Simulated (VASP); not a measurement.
# Cs (Fm-3m) in VASP: further runs

The runs below take Cs through single point, relaxation of cell and atoms, with PBE, PBE+D3(BJ).

All numbers are computed with VASP 6.6.1; they aren't measurements. Logs are shortened: lines on timing, memory, paths and dates and some standing lists are left out, and cuts for length are marked.

### 1 The cell of the first run

Symmetry: Fm-3m, No. 225, cubic system. The conventional cell has a = 7.796 Å, b = 7.796 Å, c = 7.796 Å, α = 90.00°, β = 90.00°, γ = 90.00°.

### 2 Single point, PBE

The input, INCAR:

```
  ALGO = Fast
  EDIFF = 1E-7
  ENCUT = 520
  GGA = PE
  ISIF = 2
  ISMEAR = -1
  LASPH = True
  LCHARG = False
  LREAL = False
  LWAVE = False
  NBANDS = 10
  NELM = 100
  PREC = Accurate
  SIGMA = 0.05
```

The input, KPOINTS:

```
k-points
0
Gamma
  6 6 6
```

The input, POSCAR:

```
Cs
1.0
    0.0000000000      3.8981474872      3.8981474872
    3.8981474872      0.0000000000      3.8981474872
    3.8981474872      3.8981474872      0.0000000000
Cs
1
Direct
    0.0000000000      0.0000000000      0.0000000000
```

Potentials or basis: VASP PAW PBE potentials, release 64 (Cs_sv).

The run is started by

```
$ cat potpaw_PBE.64/Cs_sv/POTCAR > POTCAR
$ mpirun -np 1 vasp_std > vasp.out
```

OUTCAR:

```text
EDIFF = 1E-7
   ENCUT = 520
   GGA = PE
   ISIF = 2
   ISMEAR = -1
   LASPH = True
   LREAL = False
   NELM = 100
   PREC = Accurate

 ion  position               nearest neighbor table
   1  0.000  0.000  0.000-

  LATTYP: Found a face centered cubic cell.
 ALAT       =     7.7962949744

  Lattice vectors:

 A1 = (   0.0000000000,   3.8981474872,   3.8981474872)
 A2 = (   3.8981474872,   0.0000000000,   3.8981474872)
 A3 = (   3.8981474872,   3.8981474872,   0.0000000000)

Analysis of symmetry for initial positions (statically):
=====================================================================
 Subroutine PRICEL returns:
 Original cell was already a primitive cell.

 Routine SETGRP: Setting up the symmetry group for a
 face centered cubic supercell.

 Subroutine GETGRP returns: Found 48 space group operations
 (whereof 48 operations were pure point group operations)
 out of a pool of 48 trial point group operations.

The static configuration has the point symmetry O_h .

Analysis of symmetry for dynamics (positions and initial velocities):
=====================================================================
 Subroutine PRICEL returns:
 Original cell was already a primitive cell.

 Routine SETGRP: Setting up the symmetry group for a
 face centered cubic supercell.

 Subroutine GETGRP returns: Found 48 space group operations
 (whereof 48 operations were pure point group operations)
 out of a pool of 48 trial point group operations.

The dynamic configuration has the point symmetry O_h .

 Subroutine INISYM returns: Found 48 space group operations
 (whereof 48 operations are pure point group operations),
 and found     1 'primitive' translations

----------------------------------------------------------------------------------------

                                     Primitive cell

  volume of cell :     118.4690

  direct lattice vectors                    reciprocal lattice vectors
     0.000000000  3.898147487  3.898147487    -0.128266055  0.128266055  0.128266055
     3.898147487  0.000000000  3.898147487     0.128266055 -0.128266055  0.128266055
     3.898147487  3.898147487  0.000000000     0.128266055  0.128266055 -0.128266055

  length of vectors
     5.512813045  5.512813045  5.512813045     0.222163324  0.222163324  0.222163324

  position of ions in fractional coordinates (direct lattice)
     0.000000000  0.000000000  0.000000000

  ion indices of the primitive-cell ions
   primitive index   ion index
                 1           1

----------------------------------------------------------------------------------------

 KPOINTS: k-points

Automatic generation of k-mesh.
 Grid dimensions read from file:
 generate k-points for:    6    6    6

 Generating k-lattice:

  Cartesian coordinates                     Fractional coordinates (reciprocal lattice)
    -0.021377676  0.021377676  0.021377676     0.166666667  0.000000000  0.000000000
     0.021377676 -0.021377676  0.021377676     0.000000000  0.166666667  0.000000000
     0.021377676  0.021377676 -0.021377676     0.000000000  0.000000000  0.166666667

  Length of vectors
     0.037027221  0.037027221  0.037027221

  Shift w.r.t. Gamma in fractional coordinates (k-lattice)
     0.000000000  0.000000000  0.000000000

 Subroutine IBZKPT returns following result:
 ===========================================

 Found     16 irreducible k-points:

 Following reciprocal coordinates:
            Coordinates               Weight
  0.000000  0.000000  0.000000      1.000000
  0.166667  0.000000  0.000000      8.000000
  0.333333  0.000000  0.000000      8.000000
  0.500000  0.000000  0.000000      4.000000
  0.166667  0.166667  0.000000      6.000000
  0.333333  0.166667  0.000000     24.000000
[... 8 lines left out ...]
 -0.333333  0.333333  0.166667     24.000000
 -0.333333  0.500000  0.166667     12.000000
   k-points           NKPTS =     16   k-points in BZ     NKDIM =     16   number of bands    NBANDS=     10
   number of dos      NEDOS =    301   number of ions     NIONS =      1
   total plane-waves  NPLWV =  74088
   dimension x,y,z NGX =    42 NGY =   42 NGZ =   42
   dimension x,y,z NGXF=    84 NGYF=   84 NGZF=   84
   ions per type =               1
   NGX,Y,Z   is equivalent  to a cutoff of  12.67, 12.67, 12.67 a.u.
   NGXF,Y,Z  is equivalent  to a cutoff of  25.33, 25.33, 25.33 a.u.
 SYSTEM =  unknown system
   PREC   = accura    normal or accurate (medium, high low for compatibility)
   ISTART =      0    job   : 0-new  1-cont  2-samecut
   ICHARG =      2    charge: 1-file 2-atom 10-const
   ISPIN  =      1    spin polarized calculation?
   LNONCOLLINEAR =      F non collinear calculations
   LSORBIT =      F    spin-orbit coupling
   LASPH  =      T    aspherical Exc in radial PAW
   ENCUT  =  520.0 eV  38.22 Ry    6.18 a.u.  10.25 10.25 10.25*2*pi/ulx,y,z
   NELM   =    100;   NELMIN=  2; NELMDL= -5     # of ELM steps
   EDIFF  = 0.1E-06   stopping-criterion for ELM
   LREAL  =      F    real-space projection
   EDIFFG = 0.1E-05   stopping-criterion for IOM
   NSW    =      0    number of steps for IOM
   IBRION =     -1    ionic relax: 0-MD 1-quasi-New 2-CG
   NFREE  =      0    steps in history (QN), initial steepest desc. (CG)
   ISIF   =      2    stress and relaxation
   ISYM   =      2    0-nonsym 1-usesym 2-fastsym
   POTIM  = 0.5000    time-step for ionic-motion
   TEBEG  =    0.0;   TEEND  =   0.0 temperature during run
   PSTRESS=    0.0 pullay stress
   NELECT =       9.0000    total number of electrons
   NUPDOWN=      -1.0000    fix difference up-down
   EMIN   =  10.00;   EMAX   =-10.00  energy-range for DOS
   EFERMI =   0.00;   METHOD = LEGACY
   ISMEAR =    -1;   SIGMA  =   0.05  broadening in eV -4-tet -1-fermi 0-gaus
   EFERMI_NEDOS =   21; number of points for ismear=-14 and -15
   IALGO  =     68    algorithm
   IMIX   =      4    mixing-type and parameters
     AMIX     =   0.40;   BMIX     =  1.00
     AMIX_MAG =   1.60;   BMIX_MAG =  1.00
  volume/ion in A,a.u.               =     118.47       799.47
  Fermi-wavevector in a.u.,A,eV,Ry     =   0.693352  1.310246  6.540833  0.480738
  Thomas-Fermi vector in A             =   1.775542
   LORBIT       =      0    0 simple, 1 ext, 2 COOP (PROOUT), +10 PAW based schemes
   GGA     = PE    functional components
   LHFCALC =     F    Hartree Fock is set to
   AEXX    =    0.0000 exact exchange contribution
   IVDW    =     0    specifies the selected vdW correction
   LEPSILON=     F    determine dielectric tensor
   LRPA    =     F    only Hartree local field effects (RPA)
 non-spin polarized calculation
 RMM-DIIS sequential band-by-band and
  energy-cutoff  :      520.00
  volume of cell :      118.47
 maximum number of plane-waves:      3250
 NGX is ok and might be reduce to    42
   NGX = 21   NGY = 21   NGZ = 21

 number of electron       8.9999998 magnetization

 Free energy of the ion-electron system (eV)
  ---------------------------------------------------
  ext. energy  EPLUGINS =         0.00000000
  ---------------------------------------------------
  free energy    TOTEN  =        -0.84689579 eV

  energy without entropy =       -0.83274561  energy(sigma->0) =       -0.83982070

 E-fermi :   0.3581     XC(G=0):  -5.3325

 val. band max:        0.3165684059   @ k =   0.5000   0.3333   0.1667
 cond. band min:       0.3591594879   @ k =   0.5000   0.0000   0.0000
 fundamental gap:      0.0425910820
 Fermi energy:         0.3581397838

 k-point     1 :       0.0000    0.0000    0.0000
  band No.  band energies     occupation
      1     -23.4885      2.00000
      2     -10.2375      2.00000
      3     -10.2375      2.00000
      4     -10.2375      2.00000
      5      -1.2684      2.00000
      6       2.8120      0.00000
      7       2.8120      0.00000
      8       2.8120      0.00000
      9       3.8687      0.00000
     10       3.8687      0.00000

 k-point     2 :       0.1667    0.0000    0.0000
  band No.  band energies     occupation
      1     -23.4872      2.00000
      2     -10.2688      2.00000
      3     -10.2417      2.00000
      4     -10.2417      2.00000
      5      -0.9924      2.00000
      6       2.3550      0.00000
      7       2.9086      0.00000
      8       2.9086      0.00000
      9       3.7085      0.00000
     10       3.7085      0.00000

 k-point     3 :       0.3333    0.0000    0.0000
  band No.  band energies     occupation
      1     -23.4846      2.00000
      2     -10.3299      2.00000
      3     -10.2501      2.00000
      4     -10.2501      2.00000
      5      -0.2747      1.99999
      6       1.6407      0.00000
      7       2.7962      0.00000
      8       2.7962      0.00000
      9       4.0690      0.00000
     10       4.0691      0.00000

 k-point     4 :       0.5000    0.0000    0.0000
  band No.  band energies     occupation
      1     -23.4833      2.00000
      2     -10.3598      2.00000
      3     -10.2543      2.00000
      4     -10.2543      2.00000
      5       0.3592      0.98980
      6       1.1167      0.00000
      7       2.6731      0.00000
      8       2.6731      0.00000
      9       4.6394      0.00000
     10       4.7477      0.00000

 k-point     5 :       0.1667    0.1667    0.0000
  band No.  band energies     occupation
      1     -23.4868      2.00000
      2     -10.2678      2.00000
      3     -10.2487      2.00000
      4     -10.2487      2.00000
      5      -0.9014      2.00000
      6       2.2902      0.00000
      7       2.9837      0.00000
      8       2.9837      0.00000
      9       3.1119      0.00000
     10       4.0284      0.00000

 k-point     6 :       0.3333    0.1667    0.0000
  band No.  band energies     occupation
      1     -23.4846      2.00000
      2     -10.3126      2.00000
      3     -10.2589      2.00000
      4     -10.2585      2.00000
      5      -0.3259      2.00000
      6       1.8191      0.00000
      7       2.4667      0.00000
      8       3.0479      0.00000
      9       3.5109      0.00000
     10       4.3023      0.00000

 k-point     7 :       0.5000    0.1667    0.0000
  band No.  band energies     occupation
      1     -23.4829      2.00000
      2     -10.3474      2.00000
      3     -10.2724      2.00000
      4     -10.2613      2.00000
      5       0.4831      0.15178
      6       1.2186      0.00000
      7       2.2516      0.00000
      8       2.9003      0.00000
      9       4.0809      0.00000
     10       4.6850      0.00000

 k-point     8 :      -0.3333    0.1667    0.0000
  band No.  band energies     occupation
      1     -23.4833      2.00000
      2     -10.3378      2.00000
      3     -10.2764      2.00000
      4     -10.2543      2.00000
      5       0.2266      1.86569
      6       1.4631      0.00000
      7       2.2186      0.00000
      8       2.9187      0.00000
      9       3.9357      0.00000
     10       4.6274      0.00000

 k-point     9 :      -0.1667    0.1667    0.0000
  band No.  band energies     occupation
      1     -23.4855      2.00000
      2     -10.2983      2.00000
      3     -10.2616      2.00000
      4     -10.2445      2.00000
      5      -0.5623      2.00000
      6       2.0185      0.00000
      7       2.5599      0.00000
      8       3.2159      0.00000
      9       3.2211      0.00000
     10       4.1674      0.00000

 k-point    10 :       0.3333    0.3333    0.0000
  band No.  band energies     occupation
      1     -23.4833      2.00000
      2     -10.3253      2.00000
      3     -10.2710      2.00000
      4     -10.2710      2.00000
      5       0.0234      1.99753
      6       1.6662      0.00000
      7       2.0954      0.00000
      8       3.5410      0.00000
      9       3.5410      0.00000
     10       4.4113      0.00000

 k-point    11 :       0.5000    0.3333    0.0000
  band No.  band energies     occupation
      1     -23.4820      2.00000
      2     -10.3403      2.00000
      3     -10.2897      2.00000
      4     -10.2752      2.00000
      5       0.6359      0.00770
      6       1.4544      0.00000
      7       1.8045      0.00000
      8       3.5392      0.00000
      9       3.6970      0.00000
     10       4.7565      0.00000

 k-point    12 :      -0.3333    0.3333    0.0000
  band No.  band energies     occupation
      1     -23.4820      2.00000
      2     -10.3200      2.00000
      3     -10.3192      2.00000
      4     -10.2669      2.00000
      5       0.9858      0.00001
      6       1.3095      0.00000
      7       1.6491      0.00000
      8       3.2344      0.00000
      9       3.5710      0.00000
     10       4.2201      0.00000

 k-point    13 :       0.5000    0.5000    0.0000
  band No.  band energies     occupation
      1     -23.4816      2.00000
      2     -10.3525      2.00000
      3     -10.2822      2.00000
      4     -10.2822      2.00000
      5       0.6693      0.00395
      6       1.4372      0.00000
      7       1.7682      0.00000
      8       4.3109      0.00000
      9       4.3365      0.00000
     10       4.5866      0.00000

 k-point    14 :       0.5000    0.3333    0.1667
  band No.  band energies     occupation
      1     -23.4829      2.00000
      2     -10.3287      2.00000
      3     -10.2872      2.00000
      4     -10.2649      2.00000
      5       0.3166      1.39331
      6       1.6479      0.00000
      7       1.8807      0.00000
      8       3.1321      0.00000
      9       3.7596      0.00000
     10       4.6577      0.00000

 k-point    15 :      -0.3333    0.3333    0.1667
  band No.  band energies     occupation
      1     -23.4820      2.00000
      2     -10.3324      2.00000
      3     -10.3020      2.00000
      4     -10.2718      2.00000
      5       1.0959      0.00000
      6       1.1134      0.00000
      7       1.8072      0.00000
      8       2.8619      0.00000
      9       3.9181      0.00000
     10       4.6960      0.00000

 k-point    16 :      -0.3333    0.5000    0.1667
  band No.  band energies     occupation
      1     -23.4816      2.00000
      2     -10.3351      2.00000
      3     -10.2999      2.00000
      4     -10.2831      2.00000
      5       0.9809      0.00001
      6       1.4982      0.00000
      7       1.6617      0.00000
      8       2.7620      0.00000
      9       4.5540      0.00000
     10       4.6556      0.00000

------------------------ aborting loop because EDIFF is reached ----------------------------------------

  FORCE on cell =-STRESS in cart. coord.  units (eV):
  Direction    XX          YY          ZZ          XY          YZ          ZX
  --------------------------------------------------------------------------------------
  -------------------------------------------------------------------------------------
  Total       -0.0024839     -0.0024839     -0.0024839      0.0000000      0.0000000      0.0000000
  in kB       -0.0335927     -0.0335927     -0.0335927      0.0000000      0.0000000      0.0000000
  external PRESSURE =      -0.0335927 kB  Pullay stress =       0.0000000 kB

 VOLUME and BASIS-vectors are now :
 -----------------------------------------------------------------------------
  energy-cutoff  :      520.00
  volume of cell :      118.47
      direct lattice vectors                 reciprocal lattice vectors
     0.000000000  3.898147487  3.898147487    -0.128266055  0.128266055  0.128266055
     3.898147487  0.000000000  3.898147487     0.128266055 -0.128266055  0.128266055
     3.898147487  3.898147487  0.000000000     0.128266055  0.128266055 -0.128266055

 POSITION                                       TOTAL-FORCE (eV/Angst)
 -----------------------------------------------------------------------------------
      0.00000      0.00000      0.00000         0.000000      0.000000     -0.000000
 -----------------------------------------------------------------------------------
    total drift:                                0.000000     -0.000000     -0.000000

  FREE ENERGIE OF THE ION-ELECTRON SYSTEM (eV)
  ---------------------------------------------------
  free  energy   TOTEN  =        -0.8468957871 eV

  energy  without entropy=       -0.8327456111  energy(sigma->0) =       -0.83982070
```

Run time: 24 s. Hardware: 1 thread of Intel Xeon Platinum 8259CL at 2.50GHz (Skylake/Cascade Lake), shared host; peak memory 0.25 GiB.

Results:

| Property | Result |
| --- | --- |
| Free energy | -0.8469 eV |
| Pressure | 0.0 GPa |

Levels at points of the mesh, in eV from the Fermi level:
```
           k point  band 3  band 4  band 5  band 6  band 7  band 8
(0.00, 0.00, 0.00)  -10.60  -10.60   -1.63    2.45    2.45    2.45
(0.50, 0.00, 0.00)  -10.61  -10.61    0.00    0.76    2.31    2.31
(0.50, 0.50, 0.00)  -10.64  -10.64    0.31    1.08    1.41    3.95
```

Caveat: spin-orbit coupling is left out, which moves the levels of the heavy elements.

(Part 1 of 2 ends here.)
